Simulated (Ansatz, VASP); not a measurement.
## Hf in VASP and in Ansatz

```
Hf
1.0
     3.23877    0.00000    0.00000
    -1.61938    2.80485    0.00000
     0.00000    0.00000    5.12436
Hf
2
Direct
  0.66667 0.33333 0.75000
  0.33333 0.66667 0.25000
```

Alike in both runs: task single point; functional HSE06; k mesh 6 × 6 × 4; occupations fermi-dirac, width 0.05 eV; no spin polarisation.

```csv
,VASP,Ansatz
version,VASP 6.6.1,Ansatz 0.2.0
potentials or method,"VASP PAW PBE potentials, release 64 (Hf_pv)",Ansatz PAW
plane-wave cutoff (eV),520,420
valence electrons in the cell,20,52
```

VASP gave:

| Property | Result |
| --- | --- |
| gap on the k mesh at the Fermi level (eV) | none |
| pressure (GPa) | -4.0 |
| traceless stress, the component that is largest in VASP (GPa) | 0.12 |

Question: Estimate Ansatz's values.

Answer: gap on the k mesh at the Fermi level (eV): none; pressure (GPa): -2.1; traceless stress, the component that is largest in VASP (GPa): 0.21.

A gap of «none» marks a metal or a gap that the smearing closes. VASP's potentials hold 20 valence electrons a cell and Ansatz's 52, so a difference there can come from the potentials and not from the codes.

The k mesh is coarse, so the values compare programs but aren't converged. Spin-orbit coupling is off throughout.
